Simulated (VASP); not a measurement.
The system is SiBBr.

```xyz
3
Lattice="2.9361 0.0000 0.0000 0.0000 2.9361 0.0000 0.0000 0.0000 4.8612" Properties=species:S:1:pos:R:3 pbc="T T T"
Si    0.0000    0.0000    2.4306
B     1.4681    1.4681    0.0000
Br    0.0000    0.0000    0.0000
```

| Item | Value |
| --- | --- |
| Program | VASP 6.6.1 |
| Task | relaxation of cell and atoms |
| Functional | PBE |
| Potentials or basis | VASP PAW PBE potentials, release 64 (Si, B, Br) |
| Cutoff | 600 eV |
| k mesh | 6 × 6 × 4 |
| Occupations | gaussian, width 0.1 eV |
| Spin | no spin polarisation |

At the start: pressure 24.4 GPa; volume 13.97 Å³/atom.

Task: How do energy, volume and symmetry change on relaxing?

Result: Over 13 steps the energy falls by 310.9 meV/atom and the volume is 20.94 Å³/atom (+49.9 %); space group P4/mmm (No. 123, to 0.05 Å).

Step by step:
```tsv
step	energy change (eV)	largest force (eV/Å)	pressure (GPa)	volume (Å³)
1	0.0000	0.0000	24.40	41.91
2	-0.8607	0.0000	1.26	56.15
3	-0.8699	0.0000	1.13	57.38
4	-0.8841	0.0000	1.13	59.91
5	-0.8854	0.0000	-0.62	65.18
6	-0.8916	0.0000	0.80	61.86
7	-0.8928	0.0000	0.45	62.90
8	-0.8925	0.0000	0.64	62.42
9	-0.9262	0.0000	-0.29	63.55
10	-0.9291	0.0000	-0.56	63.90
11	-0.9293	0.0000	-0.65	64.01
12	-0.9323	0.0000	-0.19	63.14
13	-0.9326	0.0000	-0.02	62.81
```

Final structure:
```cif
data_structure
_symmetry_space_group_name_H-M 'P 1'
_symmetry_Int_Tables_number 1
_cell_length_a 3.3574
_cell_length_b 3.3574
_cell_length_c 5.5722
_cell_angle_alpha 90.000
_cell_angle_beta 90.000
_cell_angle_gamma 90.000
_cell_volume 62.81
loop_
_atom_site_label
_atom_site_type_symbol
_atom_site_fract_x
_atom_site_fract_y
_atom_site_fract_z
_atom_site_occupancy
Si1 Si 0.00000 0.00000 0.50000 1
B1 B 0.50000 0.50000 0.00000 1
Br1 Br 0.00000 0.00000 0.00000 1
```

Caveat: the volume moved by over 15 % at a fixed basis, so the end points are rough.
